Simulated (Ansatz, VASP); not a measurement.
Two plane-wave programs on Ga

INCAR

```
PREC = Accurate ; ENCUT = 520
EDIFF = 1E-6 ; ISMEAR = -1
SIGMA = 0.1 ; LREAL = F
LASPH = T ; NELM = 80
ALGO = Normal ; ISIF = 2
LWAVE = F ; LCHARG = F
GGA = PE ; NBANDS = 20
```

KPOINTS

```
regular mesh
0
Gamma
  15 15 15
```

File POSCAR:

```
Ga
1.0
    0.0000000000      2.8599963004      2.8599963004
    2.8599963004      0.0000000000      2.8599963004
    2.8599963004      2.8599963004      0.0000000000
Ga
2
Direct
    0.1250000000      0.1250000000      0.1250000000
    0.8750000000      0.8750000000      0.8750000000
```

Input for Ansatz:

```yaml
crystal:
  lattice:
    - [0.0, 2.8599963004, 2.8599963004]
    - [2.8599963004, 0.0, 2.8599963004]
    - [2.8599963004, 2.8599963004, 0.0]
  atoms:
    - { symbol: Ga, position: [0.125, 0.125, 0.125] }
    - { symbol: Ga, position: [0.875, 0.875, 0.875] }
hamiltonian:
  xc: pbe
  pseudopotentials:
    kind: paw
    azcp:
      Ga: "pseudopotentials/Ga.paw.azcp"
basis:
  ecutwfc: 420
  fft_grid_basis: typed
kpoints:
  mp_grid: { grid: [15, 15, 15], shift: [0, 0, 0] }
magnetization:
  spin_polarized: false
scf:
  occupations: { method: fermi_dirac, width: 0.1 }
output:
  stress: true
```

Alike in both runs: task single point; functional PBE; k mesh 15 × 15 × 15; occupations fermi-dirac, width 0.1 eV; no spin polarisation.

```csv
,VASP,Ansatz
version,VASP 6.6.1,Ansatz 0.2.0
potentials or method,"VASP PAW PBE potentials, release 64 (Ga_d), cutoff 520 eV","plane waves (420 eV) with PAW, scalar-relativistic"
valence electrons in the cell,26,26
```

|  | VASP | Ansatz | Ansatz less VASP |
| --- | --- | --- | --- |
| pressure (GPa) | 3.8 | 3.6 | -0.18 |
